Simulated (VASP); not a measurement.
# PtS2 (P-3m1) in VASP: settings compared

The runs below take PtS2 through single point, with r2SCAN, PBE-based screened hybrid with 50 % exact exchange, PBE-based screened hybrid with 10 % exact exchange, PBE-based screened hybrid with 5 % exact exchange.

Everything below comes from runs of VASP 6.6.1. Logs are shortened: lines on timing, memory, paths and dates and some standing lists are left out, and cuts for length are marked.

## (1) The cell of the first run

It takes space group P-3m1 (No. 164, trigonal). Conventional cell: a = 3.553 Å, b = 3.553 Å, c = 5.123 Å, α = 90.00°, β = 90.00°, γ = 120.00°. Pt (site symmetry -3m) has 6 S at 2.39 Å within 3.2 Å. Within 3.2 Å of S (site symmetry 3m) lie 3 Pt at 2.39 Å and 3 S at 3.20 Å.

## (2) Single point, r2SCAN

Input file POSCAR:

```
PtS2
1.0
    3.5526415803      0.0000000000      0.0000000000
   -1.7763207902      3.0766778591      0.0000000000
    0.0000000000      0.0000000000      5.1227110450
Pt S
1 2
Direct
    0.0000000000      0.0000000000      0.0000000000
    0.3333333333      0.6666666667      0.2392599773
    0.6666666667      0.3333333333      0.7607400227
```

Input file INCAR.step1:

```
SYSTEM = PtS2
PREC = Accurate ; ENCUT = 630
ISMEAR = -1 ; SIGMA = 0.05
LREAL = .FALSE. ; LASPH = .TRUE.
NELM = 120 ; NBANDS = 22
GGA = PE ; ALGO = Normal
EDIFF = 1E-5 ; LWAVE = .TRUE.
LCHARG = .FALSE. ; GGA_COMPAT = .FALSE.
```

Input file INCAR.step2:

```
SYSTEM = PtS2
PREC = Accurate ; ENCUT = 630
EDIFF = 1E-6 ; ISMEAR = -1
SIGMA = 0.05 ; LREAL = .FALSE.
LASPH = .TRUE. ; NELM = 120
ALGO = Normal ; ISIF = 2
LWAVE = .FALSE. ; LCHARG = .FALSE.
METAGGA = R2SCAN ; LMIXTAU = .TRUE.
NBANDS = 22 ; ISTART = 1
GGA_COMPAT = .FALSE.
```

Input file KPOINTS:

```
Automatic mesh
0
G
  6 6 4
  0 0 0
```

Potentials or basis: VASP PAW PBE potentials, release 64 (Pt_sv_GW, S).

Run with:

```sh
> cat potpaw_PBE.64/Pt_sv_GW/POTCAR potpaw_PBE.64/S/POTCAR > POTCAR
> cp INCAR.step1 INCAR
> mpirun -np 1 vasp_std > vasp.out
> cp INCAR.step2 INCAR
> mpirun -np 1 vasp_std > vasp.out
```

OUTCAR:

```text
SYSTEM = PtS2
   PREC = Accurate
   ENCUT = 630
   EDIFF = 1E-6
   ISMEAR = -1
   LREAL = .FALSE.
   LASPH = .TRUE.
   NELM = 120
   ISIF = 2
   METAGGA = R2SCAN
   ISTART = 1

 ion  position               nearest neighbor table
   1  0.000  0.000  0.000-   2 2.39   3 2.39   3 2.39   2 2.39   3 2.39   2 2.39
   2  0.333  0.667  0.239-   1 2.39   1 2.39   1 2.39
   3  0.667  0.333  0.761-   1 2.39   1 2.39   1 2.39

  LATTYP: Found a hexagonal cell.
 ALAT       =     3.5526415803
 C/A-ratio  =     1.4419442348

  Lattice vectors:

 A1 = (   3.5526415803,   0.0000000000,   0.0000000000)
 A2 = (  -1.7763207902,   3.0766778591,   0.0000000000)
 A3 = (   0.0000000000,   0.0000000000,   5.1227110450)

Analysis of symmetry for initial positions (statically):
=====================================================================
 Subroutine PRICEL returns:
 Original cell was already a primitive cell.

 Routine SETGRP: Setting up the symmetry group for a
 hexagonal supercell.

 Subroutine GETGRP returns: Found 12 space group operations
 (whereof 12 operations were pure point group operations)
 out of a pool of 24 trial point group operations.

The static configuration has the point symmetry D_3d.

Analysis of symmetry for dynamics (positions and initial velocities):
=====================================================================
 Subroutine PRICEL returns:
 Original cell was already a primitive cell.

 Routine SETGRP: Setting up the symmetry group for a
 hexagonal supercell.

 Subroutine GETGRP returns: Found 12 space group operations
 (whereof 12 operations were pure point group operations)
 out of a pool of 24 trial point group operations.

The dynamic configuration has the point symmetry D_3d.

 Subroutine INISYM returns: Found 12 space group operations
 (whereof 12 operations are pure point group operations),
 and found     1 'primitive' translations

----------------------------------------------------------------------------------------

                                     Primitive cell

  volume of cell :      55.9929

  direct lattice vectors                    reciprocal lattice vectors
     3.552641580  0.000000000  0.000000000     0.281480689  0.162512952  0.000000000
    -1.776320790  3.076677859  0.000000000     0.000000000  0.325025903  0.000000000
     0.000000000  0.000000000  5.122711045     0.000000000  0.000000000  0.195209137

  length of vectors
     3.552641580  3.552641580  5.122711045     0.325025903  0.325025903  0.195209137

  position of ions in fractional coordinates (direct lattice)
     0.000000000  0.000000000  0.000000000
     0.333333333  0.666666667  0.239259977
     0.666666667  0.333333333  0.760740023

  ion indices of the primitive-cell ions
   primitive index   ion index
                 1           1
                 2           2
                 3           3

----------------------------------------------------------------------------------------

 KPOINTS: Automatic mesh

Automatic generation of k-mesh.
 Grid dimensions read from file:
 generate k-points for:    6    6    4

 Generating k-lattice:

  Cartesian coordinates                     Fractional coordinates (reciprocal lattice)
     0.046913448  0.027085492  0.000000000     0.166666667  0.000000000  0.000000000
     0.000000000  0.054170984  0.000000000     0.000000000  0.166666667  0.000000000
     0.000000000  0.000000000  0.048802284     0.000000000  0.000000000  0.250000000

  Length of vectors
     0.054170984  0.054170984  0.048802284

  Shift w.r.t. Gamma in fractional coordinates (k-lattice)
     0.000000000  0.000000000  0.000000000

 Subroutine IBZKPT returns following result:
 ===========================================

 Found     24 irreducible k-points:

 Following reciprocal coordinates:
            Coordinates               Weight
  0.000000  0.000000  0.000000      1.000000
  0.166667 -0.000000  0.000000      6.000000
  0.333333 -0.000000  0.000000      6.000000
  0.500000  0.000000  0.000000      3.000000
  0.166667  0.166667  0.000000      6.000000
  0.333333  0.166667  0.000000     12.000000
[... 16 lines left out ...]
  0.333333  0.166667  0.500000     12.000000
  0.333333  0.333333  0.500000      2.000000
   k-points           NKPTS =     24   k-points in BZ     NKDIM =     24   number of bands    NBANDS=     22
   number of dos      NEDOS =    301   number of ions     NIONS =      3
   total plane-waves  NPLWV =  37800
   dimension x,y,z NGX =    30 NGY =   30 NGZ =   42
   dimension x,y,z NGXF=    60 NGYF=   60 NGZF=   84
   ions per type =               1   2
   NGX,Y,Z   is equivalent  to a cutoff of  14.04, 14.04, 13.63 a.u.
   NGXF,Y,Z  is equivalent  to a cutoff of  28.08, 28.08, 27.26 a.u.
 SYSTEM =  PtS2
   PREC   = accura    normal or accurate (medium, high low for compatibility)
   ISTART =      1    job   : 0-new  1-cont  2-samecut
   ICHARG =      0    charge: 1-file 2-atom 10-const
   ISPIN  =      1    spin polarized calculation?
   LNONCOLLINEAR =      F non collinear calculations
   LSORBIT =      F    spin-orbit coupling
   LASPH  =      T    aspherical Exc in radial PAW
   ENCUT  =  630.0 eV  46.30 Ry    6.80 a.u.   7.27  7.27 10.48*2*pi/ulx,y,z
   NELM   =    120;   NELMIN=  2; NELMDL=  0     # of ELM steps
   EDIFF  = 0.1E-05   stopping-criterion for ELM
   LREAL  =      F    real-space projection
   EDIFFG = 0.1E-04   stopping-criterion for IOM
   NSW    =      0    number of steps for IOM
   IBRION =     -1    ionic relax: 0-MD 1-quasi-New 2-CG
   NFREE  =      0    steps in history (QN), initial steepest desc. (CG)
   ISIF   =      2    stress and relaxation
   ISYM   =      2    0-nonsym 1-usesym 2-fastsym
   POTIM  = 0.5000    time-step for ionic-motion
   TEBEG  =    0.0;   TEEND  =   0.0 temperature during run
   PSTRESS=    0.0 pullay stress
   NELECT =      30.0000    total number of electrons
   NUPDOWN=      -1.0000    fix difference up-down
   EMIN   =  10.00;   EMAX   =-10.00  energy-range for DOS
   EFERMI =   0.00;   METHOD = LEGACY
   ISMEAR =    -1;   SIGMA  =   0.05  broadening in eV -4-tet -1-fermi 0-gaus
   EFERMI_NEDOS =   21; number of points for ismear=-14 and -15
   IALGO  =     38    algorithm
   IMIX   =      4    mixing-type and parameters
     AMIX     =   0.40;   BMIX     =  1.00
     AMIX_MAG =   1.60;   BMIX_MAG =  1.00
  volume/ion in A,a.u.               =      18.66       125.95
  Fermi-wavevector in a.u.,A,eV,Ry     =   1.329650  2.512675 24.054697  1.767970
  Thomas-Fermi vector in A             =   2.458797
   LORBIT       =      0    0 simple, 1 ext, 2 COOP (PROOUT), +10 PAW based schemes
   METAGGA = R2SCAN    functional components
   LHFCALC =     F    Hartree Fock is set to
   AEXX    =    0.0000 exact exchange contribution
   IVDW    =     0    specifies the selected vdW correction
   LEPSILON=     F    determine dielectric tensor
   LRPA    =     F    only Hartree local field effects (RPA)
 non-spin polarized calculation
  energy-cutoff  :      630.00
  volume of cell :       55.99
 maximum number of plane-waves:      2048
 NGX is ok and might be reduce to    30
   NGX = 15   NGY = 15   NGZ = 21

 number of electron      30.0000004 magnetization

 Free energy of the ion-electron system (eV)
  ---------------------------------------------------
  ext. energy  EPLUGINS =         0.00000000
  ---------------------------------------------------
  free energy    TOTEN  =       -68.78431990 eV

  energy without entropy =      -68.78431498  energy(sigma->0) =      -68.78431744

 E-fermi :   6.5412     XC(G=0): -11.3870

 val. band max:        6.0666042645   @ k =   0.0000   0.0000   0.0000
 cond. band min:       7.0625575700   @ k =   0.0000   0.3333   0.2500
 fundamental gap:      0.9959533055
 Fermi energy:         6.5411833456

 k-point     1 :       0.0000    0.0000    0.0000
  band No.  band energies     occupation
      1     -95.5786      2.00000
      2     -49.1542      2.00000
      3     -49.1542      2.00000
      4     -49.0575      2.00000
      5      -9.6916      2.00000
      6      -6.7772      2.00000
[... 14 lines left out ...]
     21      14.6422      0.00000
     22      19.1741      0.00000

 k-point     2 :       0.1667   -0.0000    0.0000
  band No.  band energies     occupation
      1     -95.5784      2.00000
      2     -49.1601      2.00000
      3     -49.1557      2.00000
      4     -49.0567      2.00000
      5      -9.3347      2.00000
      6      -6.9370      2.00000
[... 14 lines left out ...]
     21      15.6341      0.00000
     22      16.6181      0.00000

 k-point     3 :       0.3333   -0.0000    0.0000
  band No.  band energies     occupation
      1     -95.5782      2.00000
      2     -49.1717      2.00000
      3     -49.1587      2.00000
      4     -49.0552      2.00000
      5      -8.4513      2.00000
      6      -7.2586      2.00000
[... 14 lines left out ...]
     21      15.4043      0.00000
     22      16.2030      0.00000

 k-point     4 :       0.5000    0.0000    0.0000
  band No.  band energies     occupation
      1     -95.5781      2.00000
      2     -49.1776      2.00000
      3     -49.1602      2.00000
      4     -49.0544      2.00000
      5      -7.7643      2.00000
      6      -7.5312      2.00000
[... 14 lines left out ...]
     21      14.7971      0.00000
     22      17.9825      0.00000

 k-point     5 :       0.1667    0.1667    0.0000
  band No.  band energies     occupation
      1     -95.5782      2.00000
      2     -49.1677      2.00000
      3     -49.1591      2.00000
      4     -49.0556      2.00000
      5      -8.7073      2.00000
      6      -7.1680      2.00000
[... 417 lines left out ...]
 k-point    22 :       0.1667    0.1667    0.5000
  band No.  band energies     occupation
      1     -95.5781      2.00000
      2     -49.1677      2.00000
      3     -49.1590      2.00000
      4     -49.0556      2.00000
      5      -8.3734      2.00000
      6      -7.5990      2.00000
[... 14 lines left out ...]
     21      15.6865      0.00000
     22      15.9805      0.00000

 k-point    23 :       0.3333    0.1667    0.5000
  band No.  band energies     occupation
      1     -95.5781      2.00000
      2     -49.1746      2.00000
      3     -49.1631      2.00000
      4     -49.0544      2.00000
      5      -7.7738      2.00000
      6      -7.4780      2.00000
[... 14 lines left out ...]
     21      15.6123      0.00000
     22      17.0746      0.00000

 k-point    24 :       0.3333    0.3333    0.5000
  band No.  band energies     occupation
      1     -95.5781      2.00000
      2     -49.1707      2.00000
      3     -49.1707      2.00000
      4     -49.0541      2.00000
      5      -7.5012      2.00000
      6      -7.5012      2.00000
[... 14 lines left out ...]
     21      14.5702      0.00000
     22      17.3420      0.00000

------------------------ aborting loop because EDIFF is reached ----------------------------------------

  FORCE on cell =-STRESS in cart. coord.  units (eV):
  Direction    XX          YY          ZZ          XY          YZ          ZX
  --------------------------------------------------------------------------------------
  -------------------------------------------------------------------------------------
  Total        0.2435952      0.2435952      0.3338067     -0.0000000      0.0000000      0.0000000
  in kB        6.9702125      6.9702125      9.5515168     -0.0000000      0.0000000      0.0000000
  external PRESSURE =       7.8306473 kB  Pullay stress =       0.0000000 kB

 VOLUME and BASIS-vectors are now :
 -----------------------------------------------------------------------------
  energy-cutoff  :      630.00
  volume of cell :       55.99
      direct lattice vectors                 reciprocal lattice vectors
     3.552641580  0.000000000  0.000000000     0.281480689  0.162512952  0.000000000
    -1.776320790  3.076677859  0.000000000     0.000000000  0.325025903  0.000000000
     0.000000000  0.000000000  5.122711045     0.000000000  0.000000000  0.195209137

 POSITION                                       TOTAL-FORCE (eV/Angst)
 -----------------------------------------------------------------------------------
      0.00000      0.00000      0.00000        -0.000000      0.000000      0.000000
     -0.00000      2.05112      1.22566        -0.000000      0.000000     -0.078297
      1.77632      1.02556      3.89705         0.000000     -0.000000      0.078297
 -----------------------------------------------------------------------------------
    total drift:                               -0.000000     -0.000000      0.000000

  FREE ENERGIE OF THE ION-ELECTRON SYSTEM (eV)
  ---------------------------------------------------
  free  energy   TOTEN  =       -68.7843199003 eV

  energy  without entropy=      -68.7843149808  energy(sigma->0) =      -68.78431744
```

Wall time 1.8 min (1 thread of AMD EPYC 9R45 (Zen 5), shared host); peak memory 0.19 GiB.

What came out:

```yaml
Free_energy: -68.7843 eV
Pressure: 0.8 GPa
Largest_force: 0.078 eV/Å
Band_gap_on_the_k_mesh: 1.00 eV (least direct gap 1.61 eV)
```

Forces in eV/Å, atoms in the order of the input:
```
Pt   0.000  0.000  0.000
S    0.000  0.000 -0.078
S    0.000  0.000  0.078
```

Levels at points of the mesh, in eV from the valence-band top:
| k point | band 12 | band 13 | band 14 | band 15 | band 16 | band 17 | band 18 | band 19 |
| --- | --- | --- | --- | --- | --- | --- | --- | --- |
| (0.00, 0.00, 0.00) | -2.09 | -1.08 | -1.08 | 0.00 | 2.30 | 2.30 | 5.23 | 6.05 |
| (0.50, 0.00, 0.00) | -3.23 | -3.20 | -3.10 | -2.48 | 1.74 | 2.77 | 5.82 | 6.99 |
| (0.00, 0.00, 0.50) | -2.63 | -1.31 | -1.31 | -1.11 | 2.83 | 2.83 | 6.06 | 7.66 |
| (0.50, 0.00, 0.50) | -3.23 | -2.81 | -2.79 | -1.45 | 1.92 | 2.44 | 5.49 | 5.92 |

Caveat: the PAW data sets were made with another functional, which shifts forces and pressure a little; spin-orbit coupling is left out, which moves the levels of the heavy elements. A k mesh can miss the band edges.

## (3) Single point, PBE-based screened hybrid with 50 % exact exchange

POSCAR is that of step 2.

Input file INCAR.step1:

```
SYSTEM = PtS2
  ALGO = Normal
  EDIFF = 1E-5
  ENCUT = 430
  GGA = PE
  GGA_COMPAT = .False.
  ISIF = 2
  ISMEAR = 0
  LASPH = .True.
  LCHARG = .False.
  LREAL = .False.
  LWAVE = .True.
  NBANDS = 22
  NELM = 120
  PREC = Accurate
  SIGMA = 0.01
```

Input file INCAR.step2:

```
SYSTEM = PtS2
  AEXX = 0.5
  ALGO = Normal
  EDIFF = 1E-6
  ENCUT = 430
  GGA = PE
  GGA_COMPAT = .False.
  HFSCREEN = 0.1
  ISIF = 2
  ISMEAR = 0
  ISTART = 1
  LASPH = .True.
  LCHARG = .False.
  LHFCALC = .True.
  LREAL = .False.
  LWAVE = .False.
  NBANDS = 22
  NELM = 120
  PREC = Accurate
  PRECFOCK = Normal
  SIGMA = 0.01
```

Input file KPOINTS:

```
k-points
0
Gamma
  6 6 2
  0 0 0
```

Potentials or basis: VASP PAW PBE potentials, release 64 (Pt_sv_GW, S).

Run with:

```sh
> cat potpaw_PBE.64/Pt_sv_GW/POTCAR potpaw_PBE.64/S/POTCAR > POTCAR
> cp INCAR.step1 INCAR
> mpirun -np 1 vasp_std > vasp.out
> cp INCAR.step2 INCAR
> mpirun -np 1 vasp_std > vasp.out
```

Run time: 16 min. Hardware: 1 thread of Intel Xeon 6975P-C (Granite Rapids), shared host; peak memory 0.28 GiB.

The run converged. Its results:

```yaml
Free_energy: -20.4113 eV
Pressure: -7.0 GPa
Largest_force: 0.886 eV/Å
Band_gap_on_the_k_mesh: 2.76 eV (least direct gap 3.86 eV)
```

Forces on the atoms (eV/Å):
```
Pt   0.000  0.000  0.000
S    0.000  0.000 -0.886
S    0.000  0.000  0.886
```

Stress tensor (GPa, compression positive):
```
-8.60  0.00  0.00
 0.00 -8.60  0.00
 0.00  0.00 -3.93
```

Levels at points of the mesh, in eV from the valence-band top:
| k point | band 12 | band 13 | band 14 | band 15 | band 16 | band 17 | band 18 | band 19 |
| --- | --- | --- | --- | --- | --- | --- | --- | --- |
| (0.00, 0.00, 0.00) | -3.51 | -1.28 | -1.28 | 0.00 | 4.07 | 4.07 | 6.88 | 8.10 |
| (0.50, 0.00, 0.00) | -4.83 | -3.98 | -3.86 | -3.52 | 3.63 | 4.82 | 7.98 | 8.89 |
| (0.00, 0.00, 0.50) | -3.16 | -2.10 | -1.53 | -1.53 | 4.78 | 4.78 | 7.84 | 9.93 |
| (0.50, 0.00, 0.50) | -4.82 | -4.22 | -3.40 | -1.89 | 3.75 | 4.49 | 7.72 | 7.83 |

Caveat: the k points lie up to 0.61 Å⁻¹ apart; the PAW data sets were made with another functional, which shifts forces and pressure a little; spin-orbit coupling is left out, which moves the levels of the heavy elements. A k mesh can miss the band edges.

(Continued in part 2 of 2.)
